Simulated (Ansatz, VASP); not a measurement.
WS2 in VASP and in Ansatz

The input INCAR:

```
ALGO     = Normal         # electronic algorithm
EDIFF    = 1E-6           # SCF threshold, eV
ENCUT    = 520            # plane-wave cutoff, eV
GGA      = PS             # functional
ISIF     = 2              # what is computed and relaxed
ISMEAR   = 0              # smearing method
LASPH    = T              # aspherical terms in the spheres
LCHARG   = T              # write CHGCAR
LELF     = T              # ELF
LREAL    = F              # projectors in reciprocal space
LVHAR    = T            
LWAVE    = F              # write WAVECAR
NBANDS   = 20             # bands
NELM     = 60             # most SCF steps
PREC     = Accurate       # precision mode
SIGMA    = 0.05           # smearing width, eV
```

The input KPOINTS:

```
k-points
0
Gamma
  12 12 2
```

Contents of POSCAR:

```
WS2
1.0
    3.0671318192      0.0000000000      0.0000000000
   -1.5335659096      2.6562140722      0.0000000000
    0.0000000000      0.0000000000     16.9534210846
W S
1 2
Direct
    0.3333333333      0.6666666667      0.0000000000
    0.6666666667      0.3333333333      0.9075761491
    0.6666666667      0.3333333333      0.0924238509
```

Input for Ansatz:

```yaml
crystal:
  lattice:
    - [3.0671318192, 0.0, 0.0]
    - [-1.5335659096, 2.6562140722, 0.0]
    - [0.0, 0.0, 16.9534210846]
  atoms:
    - { symbol: W, position: [0.3333333333, 0.6666666667, 0.0] }
    - { symbol: S, position: [0.6666666667, 0.3333333333, 0.9075761491] }
    - { symbol: S, position: [0.6666666667, 0.3333333333, 0.0924238509] }
basis:
  ecutwfc: 420
kpoints:
  mp_grid: { grid: [12, 12, 2] }
hamiltonian:
  xc: pbesol
scf:
  occupations: { method: gaussian, width: 0.05 }
output:
  forces: true
  stress: true
  eigenvalues: true
```

Change from the starting cell: strain -0.025 along x and y, +0.000 along z, atoms carried along.

Alike in both runs: task single point; functional PBEsol; k mesh 12 × 12 × 2; occupations gaussian, width 0.05 eV; no spin polarisation.

|  | VASP | Ansatz |
| --- | --- | --- |
| version | VASP 6.6.1 | Ansatz 0.2.0 |
| potentials or method | VASP PAW PBE potentials, release 64 (W_sv, S), cutoff 520 eV | scalar-relativistic, plane waves, PAW |
| valence electrons in the cell | 26 | 26 |

```tsv
	VASP	Ansatz	Ansatz less VASP
gap on the k mesh at the Fermi level (eV)	1.99	1.99	-0.001
least direct gap on the mesh (eV)	2.26	2.26	-0.006
rms of the force components (eV/Å)	0.313	0.302	-0.0117
```

VASP's potentials were made for PBE, not for PBEsol. Atom by atom the forces differ by 0.012 eV/Å (rms over components).

Neither program's run includes spin-orbit coupling.
